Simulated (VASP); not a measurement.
# NaH (Fm-3m) in VASP: electric field gradients with LDA

Aim: the electric field gradients of NaH with LDA.

Everything below comes from runs of VASP 6.6.1. Logs are shortened: lines on timing, memory, paths and dates and some standing lists are left out, and cuts for length are marked.

## Step 1: The cell of the first run

It takes space group Fm-3m (No. 225, cubic). The conventional cell has a = 4.773 Å, b = 4.773 Å, c = 4.773 Å, α = 90.00°, β = 90.00°, γ = 90.00°. Within 3.2 Å of Na (site symmetry m-3m) lie 6 H at 2.39 Å. H (site symmetry m-3m) has 6 Na at 2.39 Å within 3.2 Å.

## Step 2: Electric field gradients, LDA

Input file INCAR:

```
PREC = Accurate
ENCUT = 520
EDIFF = 1E-8
ISMEAR = -1
SIGMA = 0.03
LREAL = False
LASPH = True
NELM = 60
ALGO = Normal
ISIF = 2
LWAVE = False
LCHARG = False
LEFG = True
NBANDS = 11
```

Input file KPOINTS:

```
Automatic mesh
0
Gamma
  8 8 8
```

Input file POSCAR:

```
NaH
1.0
    0.0000000000      2.3864216652      2.3864216652
    2.3864216652      0.0000000000      2.3864216652
    2.3864216652      2.3864216652      0.0000000000
Na H
1 1
Direct
    0.0000000000      0.0000000000      0.0000000000
    0.5000000000      0.5000000000      0.5000000000
```

Potentials or basis: VASP PAW LDA potentials, release 64 (Na_pv, H).

Started as:

```sh
> cat potpaw_LDA.64/Na_pv/POTCAR potpaw_LDA.64/H/POTCAR > POTCAR
> mpirun -np 1 vasp_std > vasp.out
```

OUTCAR:

```text
PREC = Accurate
   ENCUT = 520
   EDIFF = 1E-8
   ISMEAR = -1
   LREAL = False
   LASPH = True
   NELM = 60
   ISIF = 2

 ion  position               nearest neighbor table
   1  0.000  0.000  0.000-
   2  0.500  0.500  0.500-

  LATTYP: Found a face centered cubic cell.
 ALAT       =     4.7728433304

  Lattice vectors:

 A1 = (   0.0000000000,   2.3864216652,   2.3864216652)
 A2 = (   2.3864216652,   0.0000000000,   2.3864216652)
 A3 = (   2.3864216652,   2.3864216652,   0.0000000000)

Analysis of symmetry for initial positions (statically):
=====================================================================
 Subroutine PRICEL returns:
 Original cell was already a primitive cell.

 Routine SETGRP: Setting up the symmetry group for a
 face centered cubic supercell.

 Subroutine GETGRP returns: Found 48 space group operations
 (whereof 48 operations were pure point group operations)
 out of a pool of 48 trial point group operations.

The static configuration has the point symmetry O_h .

Analysis of symmetry for dynamics (positions and initial velocities):
=====================================================================
 Subroutine PRICEL returns:
 Original cell was already a primitive cell.

 Routine SETGRP: Setting up the symmetry group for a
 face centered cubic supercell.

 Subroutine GETGRP returns: Found 48 space group operations
 (whereof 48 operations were pure point group operations)
 out of a pool of 48 trial point group operations.

The dynamic configuration has the point symmetry O_h .

 Subroutine INISYM returns: Found 48 space group operations
 (whereof 48 operations are pure point group operations),
 and found     1 'primitive' translations

----------------------------------------------------------------------------------------

                                     Primitive cell

  volume of cell :      27.1814

  direct lattice vectors                    reciprocal lattice vectors
     0.000000000  2.386421665  2.386421665    -0.209518715  0.209518715  0.209518715
     2.386421665  0.000000000  2.386421665     0.209518715 -0.209518715  0.209518715
     2.386421665  2.386421665  0.000000000     0.209518715  0.209518715 -0.209518715

  length of vectors
[... 131 lines left out ...]

 val. band max:       -1.0945912774   @ k =  -0.2500   0.5000   0.2500
 cond. band min:       2.3693799802   @ k =   0.5000   0.0000   0.0000
 fundamental gap:      3.4639712576
 Fermi energy:        -0.4571912241

 k-point     1 :       0.0000    0.0000    0.0000
  band No.  band energies     occupation
      1     -23.2071      2.00000
      2     -23.2071      2.00000
      3     -23.2071      2.00000
      4      -4.9926      2.00000
      5       9.6237      0.00000
      6      14.3629      0.00000
      7      14.3629      0.00000
      8      14.3629      0.00000
      9      15.4489      0.00000
     10      15.4489      0.00000
     11      15.4489      0.00000
[... 309 lines left out ...]
 k-point    24 :      -0.3750    0.2500    0.1250
  band No.  band energies     occupation
      1     -23.3013      2.00000
      2     -23.2479      2.00000
      3     -23.2293      2.00000
      4      -1.6267      2.00000
      5       3.1727      0.00000
      6       6.5722      0.00000
      7       9.7994      0.00000
      8      13.8582      0.00000
      9      15.0228      0.00000
     10      18.3137      0.00000
     11      20.4768      0.00000

 [... further k-points ...]

------------------------ aborting loop because EDIFF is reached ----------------------------------------

  FORCE on cell =-STRESS in cart. coord.  units (eV):
  Direction    XX          YY          ZZ          XY          YZ          ZX
  --------------------------------------------------------------------------------------
  -------------------------------------------------------------------------------------
  Total       -0.2295418     -0.2295418     -0.2295418      0.0000000     -0.0000000     -0.0000000
  in kB      -13.5300932    -13.5300932    -13.5300932      0.0000000     -0.0000000     -0.0000000
  external PRESSURE =     -13.5300932 kB  Pullay stress =       0.0000000 kB

 VOLUME and BASIS-vectors are now :
 -----------------------------------------------------------------------------
  energy-cutoff  :      520.00
  volume of cell :       27.18
      direct lattice vectors                 reciprocal lattice vectors
     0.000000000  2.386421665  2.386421665    -0.209518715  0.209518715  0.209518715
     2.386421665  0.000000000  2.386421665     0.209518715 -0.209518715  0.209518715
     2.386421665  2.386421665  0.000000000     0.209518715  0.209518715 -0.209518715

 POSITION                                       TOTAL-FORCE (eV/Angst)
 -----------------------------------------------------------------------------------
      0.00000      0.00000      0.00000         0.000000      0.000000      0.000000
      2.38642      2.38642      2.38642        -0.000000     -0.000000     -0.000000
 -----------------------------------------------------------------------------------
    total drift:                               -0.000000      0.000000      0.000000

  FREE ENERGIE OF THE ION-ELECTRON SYSTEM (eV)
  ---------------------------------------------------
  free  energy   TOTEN  =        -5.4027220997 eV

  energy  without entropy=       -5.4027220997  energy(sigma->0) =       -5.40272210

 Electric field gradients (V/A^2)
---------------------------------------------------------------------
 ion       V_xx      V_yy      V_zz      V_xy      V_xz      V_yz
---------------------------------------------------------------------
   1      -0.000    -0.000    -0.000     0.001     0.001     0.001
   2      -0.000    -0.000     0.000     0.001     0.001     0.001
---------------------------------------------------------------------

 Electric field gradients after diagonalization (V/A^2)
 (convention: |V_zz| > |V_xx| > |V_yy|)
----------------------------------------------------------------------
 ion       V_xx      V_yy      V_zz     asymmetry (V_yy - V_xx)/ V_zz
----------------------------------------------------------------------
   1      -0.001    -0.001     0.002       0.000
   2      -0.001    -0.001     0.002       0.000
----------------------------------------------------------------------

           NMR quadrupolar parameters

 Cq : quadrupolar parameter    Cq=e*Q*V_zz/h
 eta: asymmetry parameters     (V_yy - V_xx)/ V_zz
 Q  : nuclear electric quadrupole moment in mb (millibarn)
----------------------------------------------------------------------
 ion       Cq(MHz)       eta       Q (mb)
----------------------------------------------------------------------
   1       0.000       0.000       1.000
   2       0.000       0.000       1.000
----------------------------------------------------------------------
```

OSZICAR:

```text
N       E                     dE             d eps       ncg     rms          rms(c)
DAV:   1     0.358469169020E+02    0.35847E+02   -0.45853E+03   638   0.739E+02
DAV:   2    -0.457043804760E+01   -0.40417E+02   -0.39868E+02   665   0.190E+02
DAV:   3    -0.581294279726E+01   -0.12425E+01   -0.12409E+01   771   0.322E+01
DAV:   4    -0.582050472611E+01   -0.75619E-02   -0.75612E-02   759   0.253E+00
DAV:   5    -0.582056790776E+01   -0.63182E-04   -0.63181E-04   749   0.235E-01    0.304E+00
DAV:   6    -0.549489694658E+01    0.32567E+00   -0.31796E-01   715   0.298E+00    0.140E+00
DAV:   7    -0.540194690186E+01    0.92950E-01   -0.29821E-01   712   0.204E+00    0.311E-01
DAV:   8    -0.540292590674E+01   -0.97900E-03   -0.66554E-03   731   0.953E-01    0.653E-02
DAV:   9    -0.540274179266E+01    0.18411E-03   -0.10574E-03   851   0.345E-01    0.225E-02
DAV:  10    -0.540272159511E+01    0.20198E-04   -0.70125E-05   731   0.468E-02    0.307E-03
DAV:  11    -0.540272209757E+01   -0.50247E-06   -0.17745E-06   719   0.826E-03    0.178E-03
DAV:  12    -0.540272209972E+01   -0.21428E-08   -0.78146E-08   725   0.167E-03
   1 F= -.54027221E+01 E0= -.54027221E+01  d E =-.103561E-10
```

stdout:

```text
POSCAR found type information on POSCAR NaH
 POSCAR found :  2 types and       2 ions
 scaLAPACK will be used
 LDA part: xc-table for (Slater(with rela. corr.)+CA(PZ))
 , standard interpolation
 POSCAR, INCAR and KPOINTS ok, starting setup
 FFT: planning ... GRIDC
 FFT: planning ... GRID_SOFT
 FFT: planning ... GRID
 WAVECAR not read
 entering main loop
ion   1

ion   2
```

Wall time 14 s (1 thread of AMD EPYC 7R13, shared host); peak memory 0.1 GiB.

Results:

```yaml
Free_energy: -5.4027 eV
Pressure: -1.4 GPa
Band_gap_on_the_k_mesh: 3.46 eV, indirect (least direct gap 4.40 eV)
```

Caveat: without QUAD_EFG the Cq values of the log hold for a quadrupole moment of 1 mb, not for the nuclei.
